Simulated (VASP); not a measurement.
# NbC4 (Pm-3m) in VASP: further runs

Runs on NbC4. Level: PBE. Tasks: single point.

All numbers are computed with VASP 6.6.1; they aren't measurements. Logs are shortened: lines on timing, memory, paths and dates and some standing lists are left out, and cuts for length are marked.

### 1 The cell of the first run

Symmetry: Pm-3m, No. 221, cubic system. Conventional cell: a = 3.555 Å, b = 3.555 Å, c = 3.555 Å, α = 90.00°, β = 90.00°, γ = 90.00°. Nb (site symmetry m-3m) has 6 C at 1.78 Å within 2.4 Å. C (site symmetry 4/mmm) has 2 Nb at 1.78 Å within 2.4 Å. C (site symmetry m-3m) has 12 C at 2.51 Å and 8 Nb at 3.08 Å within 3.3 Å.

### 2 Single point, PBE

Contents of INCAR:

```
SYSTEM = NbC4
  ALGO = Normal
  EDIFF = 1E-7
  ENCUT = 520
  GGA = PE
  ISIF = 2
  ISMEAR = 0
  LASPH = .True.
  LCHARG = .True.
  LELF = .True.
  LREAL = .False.
  LVHAR = .True.
  LWAVE = .False.
  NBANDS = 22
  NELM = 80
  PREC = Accurate
  SIGMA = 0.1
```

Contents of KPOINTS:

```
k-points
0
Gamma
  6 6 6
  0 0 0
```

Contents of POSCAR:

```
NbC4
1.0
    3.5550770300      0.0000000000      0.0000000000
    0.0000000000      3.5550770300      0.0000000000
    0.0000000000      0.0000000000      3.5550770300
Nb C
1 4
Direct
    0.0000000000      0.0000000000      0.0000000000
    0.5000000000      0.0000000000      0.0000000000
    0.0000000000      0.5000000000      0.0000000000
    0.0000000000      0.0000000000      0.5000000000
    0.5000000000      0.5000000000      0.5000000000
```

Potentials or basis: VASP PAW PBE potentials, release 64 (Nb_sv, C).

Started as:

```
cat potpaw_PBE.64/Nb_sv/POTCAR potpaw_PBE.64/C/POTCAR > POTCAR
mpirun -np 1 vasp_std > vasp.out
```

OUTCAR:

```text
SYSTEM = NbC4
   EDIFF = 1E-7
   ENCUT = 520
   GGA = PE
   ISIF = 2
   ISMEAR = 0
   LASPH = .True.
   LREAL = .False.
   NELM = 80
   PREC = Accurate

 ion  position               nearest neighbor table
   1  0.000  0.000  0.000-   2 1.78   3 1.78   4 1.78   4 1.78   3 1.78   2 1.78
   2  0.500  0.000  0.000-   1 1.78   1 1.78
   3  0.000  0.500  0.000-   1 1.78   1 1.78
   4  0.000  0.000  0.500-   1 1.78   1 1.78
   5  0.500  0.500  0.500-

  LATTYP: Found a simple cubic cell.
 ALAT       =     3.5550770300

  Lattice vectors:

 A1 = (   3.5550770300,   0.0000000000,   0.0000000000)
 A2 = (   0.0000000000,   3.5550770300,   0.0000000000)
 A3 = (   0.0000000000,   0.0000000000,   3.5550770300)

Analysis of symmetry for initial positions (statically):
=====================================================================
 Subroutine PRICEL returns:
 Original cell was already a primitive cell.

 Routine SETGRP: Setting up the symmetry group for a
 simple cubic supercell.

 Subroutine GETGRP returns: Found 48 space group operations
 (whereof 48 operations were pure point group operations)
 out of a pool of 48 trial point group operations.

The static configuration has the point symmetry O_h .

Analysis of symmetry for dynamics (positions and initial velocities):
=====================================================================
 Subroutine PRICEL returns:
 Original cell was already a primitive cell.

 Routine SETGRP: Setting up the symmetry group for a
 simple cubic supercell.

 Subroutine GETGRP returns: Found 48 space group operations
 (whereof 48 operations were pure point group operations)
 out of a pool of 48 trial point group operations.

The dynamic configuration has the point symmetry O_h .

 Subroutine INISYM returns: Found 48 space group operations
 (whereof 48 operations are pure point group operations),
 and found     1 'primitive' translations

----------------------------------------------------------------------------------------

                                     Primitive cell

  volume of cell :      44.9311

  direct lattice vectors                    reciprocal lattice vectors
     3.555077030  0.000000000  0.000000000     0.281287857  0.000000000  0.000000000
     0.000000000  3.555077030  0.000000000     0.000000000  0.281287857  0.000000000
     0.000000000  0.000000000  3.555077030     0.000000000  0.000000000  0.281287857

  length of vectors
[... 85 lines left out ...]
   EDIFFG = 0.1E-05   stopping-criterion for IOM
   NSW    =      0    number of steps for IOM
   IBRION =     -1    ionic relax: 0-MD 1-quasi-New 2-CG
   NFREE  =      0    steps in history (QN), initial steepest desc. (CG)
   ISIF   =      2    stress and relaxation
   ISYM   =      2    0-nonsym 1-usesym 2-fastsym
   POTIM  = 0.5000    time-step for ionic-motion
   TEBEG  =    0.0;   TEEND  =   0.0 temperature during run
   PSTRESS=    0.0 pullay stress
   NELECT =      29.0000    total number of electrons
   NUPDOWN=      -1.0000    fix difference up-down
   EMIN   =  10.00;   EMAX   =-10.00  energy-range for DOS
   EFERMI =   0.00;   METHOD = LEGACY
   ISMEAR =     0;   SIGMA  =   0.10  broadening in eV -4-tet -1-fermi 0-gaus
   EFERMI_NEDOS =   21; number of points for ismear=-14 and -15
   IALGO  =     38    algorithm
   IMIX   =      4    mixing-type and parameters
     AMIX     =   0.40;   BMIX     =  1.00
     AMIX_MAG =   1.60;   BMIX_MAG =  1.00
  volume/ion in A,a.u.               =       8.99        60.64
  Fermi-wavevector in a.u.,A,eV,Ry     =   1.414789  2.673564 27.233819  2.001629
  Thomas-Fermi vector in A             =   2.536295
   LORBIT       =      0    0 simple, 1 ext, 2 COOP (PROOUT), +10 PAW based schemes
   GGA     = PE    functional components
   LHFCALC =     F    Hartree Fock is set to
   AEXX    =    0.0000 exact exchange contribution
   IVDW    =     0    specifies the selected vdW correction
   LEPSILON=     F    determine dielectric tensor
   LRPA    =     F    only Hartree local field effects (RPA)
 non-spin polarized calculation
 Gauss-broadening in eV      SIGMA  =   0.10
  energy-cutoff  :      520.00
  volume of cell :       44.93
 maximum number of plane-waves:      1228
 NGX is ok and might be reduce to    28
   NGX = 13   NGY = 13   NGZ = 13

 number of electron      28.9999998 magnetization

 Free energy of the ion-electron system (eV)
  ---------------------------------------------------
  ext. energy  EPLUGINS =         0.00000000
  ---------------------------------------------------
  free energy    TOTEN  =       -22.99483699 eV

  energy without entropy =      -22.98295947  energy(sigma->0) =      -22.98889823

 E-fermi :   8.8543     XC(G=0): -12.4226

 val. band max:        8.8037073061   @ k =   0.5000   0.5000   0.1667
 cond. band min:       8.9140441210   @ k =   0.1667   0.1667   0.0000
 fundamental gap:      0.1103368148
 Fermi energy:         8.8543336080

 k-point     1 :       0.0000    0.0000    0.0000
  band No.  band energies     occupation
      1     -45.7414      2.00000
      2     -22.6933      2.00000
      3     -22.6933      2.00000
      4     -22.6933      2.00000
      5      -5.8943      2.00000
      6      -2.7986      2.00000
[... 489 lines left out ...]
     21      18.0681      0.00000
     22      18.0681      0.00000

------------------------ aborting loop because EDIFF is reached ----------------------------------------

  FORCE on cell =-STRESS in cart. coord.  units (eV):
  Direction    XX          YY          ZZ          XY          YZ          ZX
  --------------------------------------------------------------------------------------
  -------------------------------------------------------------------------------------
  Total       32.4508920     32.4508920     32.4508920     -0.0000000     -0.0000000      0.0000000
  in kB     1157.1513758   1157.1513758   1157.1513758     -0.0000000     -0.0000000      0.0000000
  external PRESSURE =    1157.1513758 kB  Pullay stress =       0.0000000 kB

 VOLUME and BASIS-vectors are now :
 -----------------------------------------------------------------------------
  energy-cutoff  :      520.00
  volume of cell :       44.93
      direct lattice vectors                 reciprocal lattice vectors
     3.555077030  0.000000000  0.000000000     0.281287857  0.000000000  0.000000000
     0.000000000  3.555077030  0.000000000     0.000000000  0.281287857  0.000000000
     0.000000000  0.000000000  3.555077030     0.000000000  0.000000000  0.281287857

 POSITION                                       TOTAL-FORCE (eV/Angst)
 -----------------------------------------------------------------------------------
      0.00000      0.00000      0.00000         0.000000      0.000000      0.000000
      1.77754      0.00000      0.00000         0.000000      0.000000      0.000000
      0.00000      1.77754      0.00000         0.000000      0.000000      0.000000
      0.00000      0.00000      1.77754         0.000000      0.000000      0.000000
      1.77754      1.77754      1.77754         0.000000      0.000000      0.000000
 -----------------------------------------------------------------------------------
    total drift:                               -0.000000      0.000000     -0.000000

  FREE ENERGIE OF THE ION-ELECTRON SYSTEM (eV)
  ---------------------------------------------------
  free  energy   TOTEN  =       -22.9948369914 eV

  energy  without entropy=      -22.9829594738  energy(sigma->0) =      -22.98889823
```

OSZICAR:

```text
N       E                     dE             d eps       ncg     rms          rms(c)
DAV:   1     0.231552903072E+03    0.23155E+03   -0.15174E+04   880   0.129E+03
DAV:   2    -0.114096194151E+02   -0.24296E+03   -0.22771E+03  1134   0.409E+02
DAV:   3    -0.255535164921E+02   -0.14144E+02   -0.13697E+02  1324   0.830E+01
DAV:   4    -0.261695864345E+02   -0.61607E+00   -0.60585E+00  1324   0.154E+01
DAV:   5    -0.261862488034E+02   -0.16662E-01   -0.16583E-01  1246   0.233E+00    0.306E+01
DAV:   6    -0.235434662393E+02    0.26428E+01   -0.86277E+00  1080   0.218E+01    0.142E+01
DAV:   7    -0.231343880536E+02    0.40908E+00   -0.55239E+00  1134   0.107E+01    0.910E+00
DAV:   8    -0.229968276875E+02    0.13756E+00   -0.60629E-01  1182   0.554E+00    0.387E+00
DAV:   9    -0.229938847440E+02    0.29429E-02   -0.93152E-02  1196   0.276E+00    0.530E-01
DAV:  10    -0.229953945353E+02   -0.15098E-02   -0.24235E-02  1522   0.114E+00    0.429E-01
DAV:  11    -0.229949831488E+02    0.41139E-03   -0.22587E-03  1124   0.393E-01    0.184E-01
DAV:  12    -0.229948595052E+02    0.12364E-03   -0.11909E-03  1364   0.260E-01    0.381E-02
DAV:  13    -0.229948391022E+02    0.20403E-04   -0.96161E-05  1012   0.698E-02    0.124E-02
DAV:  14    -0.229948382883E+02    0.81398E-06   -0.86944E-06  1402   0.241E-02    0.793E-03
DAV:  15    -0.229948369743E+02    0.13140E-05   -0.30255E-06  1174   0.990E-03    0.159E-03
DAV:  16    -0.229948369914E+02   -0.17140E-07   -0.35926E-07  1070   0.377E-03
   1 F= -.22994837E+02 E0= -.22988898E+02  d E =-.118775E-01
```

stdout:

```text
POSCAR found type information on POSCAR NbC
 POSCAR found :  2 types and       5 ions
 scaLAPACK will be used
 LDA part: xc-table for (Slater+PW92), standard interpolation
 POSCAR, INCAR and KPOINTS ok, starting setup
 FFT: planning ... GRIDC
 FFT: planning ... GRID_SOFT
 FFT: planning ... GRID
 WAVECAR not read
 entering main loop
```

It took 17 s on 1 thread of Intel Xeon 6975P-C (Granite Rapids), shared host; peak memory 0.16 GiB.

What came out:

```
Free energy : -22.9948 eV
Pressure    : 115.7 GPa
```

Levels at points of the mesh, in eV from the Fermi level:
```
           k point  band 11  band 12  band 13  band 14  band 15  band 16  band 17  band 18
(0.00, 0.00, 0.00)    -4.02    -0.13    -0.13    -0.13     0.08     0.08     0.08     2.56
(0.50, 0.00, 0.00)    -5.31    -1.52    -1.33    -1.33     0.26     0.34     0.50     0.93
(0.50, 0.50, 0.00)    -4.72    -4.50    -4.50    -2.53    -2.53    -0.80     2.40     2.82
(0.50, 0.50, 0.50)    -7.54    -6.96    -6.96    -3.75     1.39     1.39     1.39     2.91
```

### 3 Single point, PBE

This run uses another cell than the first one, of 14.58 Å³/atom, 1.623 times its volume.

Contents of INCAR:

```
PREC = Accurate
ENCUT = 520
EDIFF = 1E-6
ISMEAR = 0
SIGMA = 0.1
LREAL = False
LASPH = True
NELM = 80
ALGO = Normal
ISIF = 2
LWAVE = False
LCHARG = False
GGA = PE
NBANDS = 22
```

Contents of KPOINTS:

```
regular mesh
0
Gamma
  6 6 6
```

POSCAR, as its differences from that of step 2:

```diff
@@ -2,5 +2,5 @@
 1.0
-    3.5550770300      0.0000000000      0.0000000000
-    0.0000000000      3.5550770300      0.0000000000
-    0.0000000000      0.0000000000      3.5550770300
+    4.1776938438      0.0000000000      0.0000000000
+    0.0000000000      4.1776938438      0.0000000000
+    0.0000000000      0.0000000000      4.1776938438
 Nb C
```

Potentials or basis: VASP PAW PBE potentials, release 64 (Nb_sv, C).

Started as:

```
cat potpaw_PBE.64/Nb_sv/POTCAR potpaw_PBE.64/C/POTCAR > POTCAR
mpirun -np 1 vasp_std > vasp.out
```

OUTCAR:

```text
PREC = Accurate
   ENCUT = 520
   EDIFF = 1E-6
   ISMEAR = 0
   LREAL = False
   LASPH = True
   NELM = 80
   ISIF = 2
   GGA = PE

 ion  position               nearest neighbor table
   1  0.000  0.000  0.000-   2 2.09   3 2.09   4 2.09   4 2.09   3 2.09   2 2.09
   2  0.500  0.000  0.000-   1 2.09   1 2.09
   3  0.000  0.500  0.000-   1 2.09   1 2.09
   4  0.000  0.000  0.500-   1 2.09   1 2.09
   5  0.500  0.500  0.500-

  LATTYP: Found a simple cubic cell.
[... 694 lines left out ...]
  Direction    XX          YY          ZZ          XY          YZ          ZX
  --------------------------------------------------------------------------------------
  -------------------------------------------------------------------------------------
  Total       -0.1133766     -0.1133766     -0.1133766      0.0000000     -0.0000000      0.0000000
  in kB       -2.4912905     -2.4912905     -2.4912905      0.0000000     -0.0000000      0.0000000
  external PRESSURE =      -2.4912905 kB  Pullay stress =       0.0000000 kB

 VOLUME and BASIS-vectors are now :
 -----------------------------------------------------------------------------
  energy-cutoff  :      520.00
  volume of cell :       72.91
      direct lattice vectors                 reciprocal lattice vectors
     4.177693844  0.000000000  0.000000000     0.239366511  0.000000000  0.000000000
     0.000000000  4.177693844  0.000000000     0.000000000  0.239366511  0.000000000
     0.000000000  0.000000000  4.177693844     0.000000000  0.000000000  0.239366511

 POSITION                                       TOTAL-FORCE (eV/Angst)
 -----------------------------------------------------------------------------------
      0.00000      0.00000      0.00000         0.000000      0.000000      0.000000
      2.08885      0.00000      0.00000         0.000000      0.000000      0.000000
      0.00000      2.08885      0.00000         0.000000      0.000000      0.000000
      0.00000      0.00000      2.08885         0.000000      0.000000      0.000000
      2.08885      2.08885      2.08885         0.000000      0.000000      0.000000
 -----------------------------------------------------------------------------------
    total drift:                                0.000000      0.000000     -0.000000

  FREE ENERGIE OF THE ION-ELECTRON SYSTEM (eV)
  ---------------------------------------------------
  free  energy   TOTEN  =       -30.2345644010 eV

  energy  without entropy=      -30.2163410198  energy(sigma->0) =      -30.22545271
```

OSZICAR:

```text
N       E                     dE             d eps       ncg     rms          rms(c)
DAV:   1     0.190584225601E+03    0.19058E+03   -0.14198E+04   880   0.121E+03
DAV:   2    -0.201033858639E+02   -0.21069E+03   -0.20086E+03  1222   0.367E+02
DAV:   3    -0.326406872524E+02   -0.12537E+02   -0.12124E+02  1404   0.713E+01
DAV:   4    -0.333169636127E+02   -0.67628E+00   -0.66821E+00  1388   0.153E+01
DAV:   5    -0.333261592822E+02   -0.91957E-02   -0.91745E-02  1272   0.171E+00    0.150E+01
DAV:   6    -0.329456361953E+02    0.38052E+00   -0.12455E+01  1164   0.225E+01    0.137E+01
DAV:   7    -0.306498057963E+02    0.22958E+01   -0.22032E+01  1180   0.139E+01    0.549E+00
DAV:   8    -0.302799622080E+02    0.36984E+00   -0.85795E-01  1132   0.559E+00    0.311E+00
DAV:   9    -0.302523619276E+02    0.27600E-01   -0.39420E-01  1158   0.332E+00    0.110E+00
DAV:  10    -0.302341641686E+02    0.18198E-01   -0.98445E-02  1214   0.178E+00    0.371E-01
DAV:  11    -0.302347242153E+02   -0.56005E-03   -0.58116E-03  1202   0.478E-01    0.196E-01
DAV:  12    -0.302345625906E+02    0.16162E-03   -0.14381E-03  1158   0.273E-01    0.215E-02
DAV:  13    -0.302345617367E+02    0.85389E-06   -0.11729E-04  1252   0.714E-02    0.134E-02
DAV:  14    -0.302345644054E+02   -0.26688E-05   -0.90754E-06  1212   0.211E-02    0.439E-03
DAV:  15    -0.302345644010E+02    0.44647E-08   -0.94665E-07   742   0.116E-02
   1 F= -.30234564E+02 E0= -.30225453E+02  d E =-.182234E-01
```

stdout:

```text
POSCAR found type information on POSCAR NbC
 POSCAR found :  2 types and       5 ions
 scaLAPACK will be used
 LDA part: xc-table for (Slater+PW92), standard interpolation
 POSCAR, INCAR and KPOINTS ok, starting setup
 FFT: planning ... GRIDC
 FFT: planning ... GRID_SOFT
 FFT: planning ... GRID
 WAVECAR not read
 entering main loop
```

Run time: 14 s. Hardware: 1 thread of Intel Xeon 6975P-C (Granite Rapids), shared host; peak memory 0.18 GiB.

What came out:

```yaml
Free_energy: -30.2346 eV
Pressure: -0.2 GPa
```

Levels at points of the mesh, in eV from the Fermi level:
```
           k point  band 10  band 11  band 12  band 13  band 14  band 15  band 16  band 17  band 18  band 19
(0.00, 0.00, 0.00)    -2.24    -2.24     0.86     0.86     0.86     0.94     0.94     0.94     1.31     1.31
(0.50, 0.00, 0.00)    -2.34    -2.34    -0.70    -0.70     0.21     0.21     0.30     0.88     0.88     1.39
(0.50, 0.50, 0.00)    -3.67    -3.01    -1.76    -1.76    -1.39    -1.39    -0.05     0.47     2.09     2.09
(0.50, 0.50, 0.50)    -4.34    -4.34    -3.79    -3.79    -3.54     1.11     1.11     1.11     2.49     2.49
```
